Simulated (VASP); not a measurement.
Wanted: the native input for a VASP 6.6.1 run.

- Task: single point
- Functional: PBEsol
- Potentials or basis: VASP PAW PBE potentials, release 64 (Ag_sv_GW, Cl)
- Cutoff: 470 eV
- k mesh: 8 × 8 × 8
- Occupations: fermi-dirac, width 0.05 eV
- Spin: no spin polarisation
- Hubbard terms: Ag d U = 1.0 eV
- Dipole correction: no
- k mesh for the DOS: 12 × 12 × 12
- Occupations for the DOS: tetrahedron
- Further INCAR settings: ALGO = Normal; EDIFF = 1e-06

AgCl:

```
CELL_PARAMETERS angstrom
0.00000 2.73500 2.73500
2.73500 0.00000 2.73500
2.73500 2.73500 0.00000
ATOMIC_POSITIONS crystal
Ag 0.00000 0.00000 0.00000
Cl 0.50000 0.50000 0.50000
```

These files were run (other wordings do the same):

POSCAR

```
AgCl
1.0
    0.0000000000      2.7350000000      2.7350000000
    2.7350000000      0.0000000000      2.7350000000
    2.7350000000      2.7350000000      0.0000000000
Ag Cl
1 1
Direct
    0.0000000000      0.0000000000      0.0000000000
    0.5000000000      0.5000000000      0.5000000000
```

INCAR.step1

```
PREC     = Accurate       # precision mode
ENCUT    = 470            # plane-wave cutoff, eV
EDIFF    = 1E-6           # SCF threshold, eV
ISMEAR   = -1             # smearing method
SIGMA    = 0.05           # smearing width, eV
LREAL    = F              # projectors in reciprocal space
LASPH    = T              # aspherical terms in the spheres
NELM     = 200            # most SCF steps
ALGO     = Normal         # electronic algorithm
ISIF     = 2              # what is computed and relaxed
LWAVE    = F              # write WAVECAR
LCHARG   = T              # write CHGCAR
LMAXMIX  = 4              # l up to which the mixer works
LDAU     = T              # DFT+U
LDAUTYPE = 2            
LDAUL    = 2 -1           # shell
LDAUU    = 1 0            # U, eV
LDAUJ    = 0 0          
LDAUPRINT= 1            
GGA      = PS             # functional
NBANDS   = 20             # bands
GGA_COMPAT= F            
NEDOS    = 2001           # points of the DOS
LORBIT   = 11             # projections on sites
```

KPOINTS.step1

```
regular mesh
0
Gamma
  8 8 8
```

INCAR.step2

```
PREC     = Accurate       # precision mode
ENCUT    = 470            # plane-wave cutoff, eV
EDIFF    = 1E-6           # SCF threshold, eV
ISMEAR   = -5             # smearing method
SIGMA    = 0.05           # smearing width, eV
LREAL    = F              # projectors in reciprocal space
LASPH    = T              # aspherical terms in the spheres
NELM     = 200            # most SCF steps
ALGO     = Normal         # electronic algorithm
ISIF     = 2              # what is computed and relaxed
LWAVE    = F              # write WAVECAR
LCHARG   = F              # write CHGCAR
LMAXMIX  = 4              # l up to which the mixer works
LDAU     = T              # DFT+U
LDAUTYPE = 2            
LDAUL    = 2 -1           # shell
LDAUU    = 1 0            # U, eV
LDAUJ    = 0 0          
LDAUPRINT= 1            
GGA      = PS             # functional
LORBIT   = 11             # projections on sites
NEDOS    = 2001           # points of the DOS
ICHARG   = 11             # starting density
GGA_COMPAT= F
```

KPOINTS.step2

```
regular mesh
0
Gamma
  12 12 12
```

Potentials or basis: VASP PAW PBE potentials, release 64 (Ag_sv_GW, Cl).

Run with:

```bash
$ cat potpaw_PBE.64/Ag_sv_GW/POTCAR potpaw_PBE.64/Cl/POTCAR > POTCAR
$ cp INCAR.step1 INCAR
$ cp KPOINTS.step1 KPOINTS
$ mpirun -np 1 vasp_std > vasp.out
$ cp INCAR.step2 INCAR
$ cp KPOINTS.step2 KPOINTS
$ mpirun -np 1 vasp_std > vasp.out
```

Results of the run:

The valence electrons inside the program's atomic spheres are Ag 16.81; Cl 5.04.

Wall time 24 s on 1 thread of Intel(R) Xeon(R) Platinum 8559C (Emerald Rapids), on a shared host, peak memory 0.18 GiB.
